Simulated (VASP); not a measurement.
Here is a VASP 6.6.1 calculation.

INCAR

```
PREC = Accurate
ENCUT = 600
EDIFF = 1E-6
ISMEAR = 0
SIGMA = 0.1
LREAL = F
LASPH = T
NELM = 200
ALGO = Normal
ISIF = 2
LWAVE = F
LCHARG = F
GGA = PE
NBANDS = 16
GGA_COMPAT = F
LMAXMIX = 6
```

The input KPOINTS:

```
regular mesh
0
Gamma
  6 6 6
```

Contents of POSCAR:

```
TbBe2H2
1.0
    4.0106221392      0.0000000000      0.0000000000
   -2.0053110696      3.4733006575      0.0000000000
    0.0000000000      0.0000000000      3.5662543038
Tb Be H
1 2 2
Direct
    0.0000000000      0.0000000000      0.5000000000
    0.3333333333      0.6666666667      0.0000000000
    0.6666666667      0.3333333333      0.0000000000
    0.3333333333      0.6666666667      0.5000000000
    0.6666666667      0.3333333333      0.5000000000
```

Potentials or basis: VASP PAW PBE potentials, release 64 (Tb_3, Be, H), 4f in core.

Launch:

```console
$ cat potpaw_PBE.64/Tb_3/POTCAR potpaw_PBE.64/Be/POTCAR potpaw_PBE.64/H/POTCAR > POTCAR
$ mpirun -np 1 vasp_std > vasp.out
```

(1) Predict the pressure.

(2) What does it give for the band gap on the k mesh?

Answers

(1) 0.0 GPa.

(2) zero (an odd number of electrons rules out a gap without spin polarisation).

Caveat: spin-orbit coupling is left out, which moves the levels of the heavy elements; the 4f electrons are frozen in the core, so they carry no moment and show no levels.
